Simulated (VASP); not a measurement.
A run of VASP 6.6.1 is set up as follows.

The input INCAR:

```
PREC = Accurate
ENCUT = 520
EDIFF = 1E-7
ISMEAR = -1
SIGMA = 0.05
LREAL = False
LASPH = True
NELM = 80
ALGO = Fast
ISIF = 2
LWAVE = False
LCHARG = False
GGA = PE
IVDW = 12
NBANDS = 15
```

Contents of KPOINTS:

```
regular mesh
0
Gamma
  8 8 8
```

The input POSCAR:

```
Al2Pt
1.0
    0.0000000000      2.9426459251      2.9426459251
    2.9426459251      0.0000000000      2.9426459251
    2.9426459251      2.9426459251      0.0000000000
Pt Al
1 2
Direct
    0.0000000000      0.0000000000      0.0000000000
    0.7500000000      0.7500000000      0.7500000000
    0.2500000000      0.2500000000      0.2500000000
```

Potentials or basis: VASP PAW PBE potentials, release 64 (Pt, Al).

Run with:

```console
$ cat potpaw_PBE.64/Pt/POTCAR potpaw_PBE.64/Al/POTCAR > POTCAR
$ mpirun -np 1 vasp_std > vasp.out
```

(1) Predict the pressure.

(2) Estimate the dispersion energy per atom.

(3) Predict the band gap on the k mesh.

Results:

(1) -0.2 GPa.

(2) -0.434 eV.

(3) zero (band 8 reaches 11.88 eV, above the bottom of band 9 at 6.42 eV).

Caveat: spin-orbit coupling is left out, which moves the levels of the heavy elements; pairwise dispersion overbinds metals, which lowers pressure and volume.
